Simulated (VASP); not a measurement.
GaN:

```
Ga N
1.0
     0.00000    2.24895    2.24895
     2.24895    0.00000    2.24895
     2.24895    2.24895    0.00000
Ga N
1 1
Cartesian
  0.0000 0.0000 0.0000
  1.1245 1.1245 1.1245
```

Base run:

* Program: VASP 6.6.1
* Functional: PBE
* Potentials or basis: VASP PAW PBE potentials, release 64 (Ga_d, N)
* Cutoff: 520 eV
* k mesh: 6 × 6 × 6
* Occupations: gaussian, width 0.01 eV
* Spin: no spin polarisation

Its results: band gap on the k mesh 1.76 eV, direct; pressure 6.2 GPa.

**Question.** After a change of settings the same cell gave: band gap on the k mesh 2.16 eV, direct; pressure 1.1 GPa. Which change was it?
A. further incar settings from ALGO = Normal; EDIFF = 1e-07; NBANDS = 16 to ALGO = Normal; EDIFF = 1e-06; NBANDS = 16
B. functional from PBE to HSE06; further incar settings from ALGO = Normal; EDIFF = 1e-07; NBANDS = 16 to ALGO = Normal; EDIFF = 1e-06; NBANDS = 16
C. k mesh from 6 × 6 × 6 to 8 × 8 × 8; further incar settings from ALGO = Normal; EDIFF = 1e-07; NBANDS = 16 to ALGO = Normal; EDIFF = 1e-06; NBANDS = 16
D. functional from PBE to r2SCAN

**Answer.** D.

r2SCAN gives the wider gap, since meta-GGAs in the generalised Kohn-Sham scheme recover part of the derivative discontinuity.

Caveats: the PAW data sets were made with another functional, which shifts forces and pressure a little (some runs).
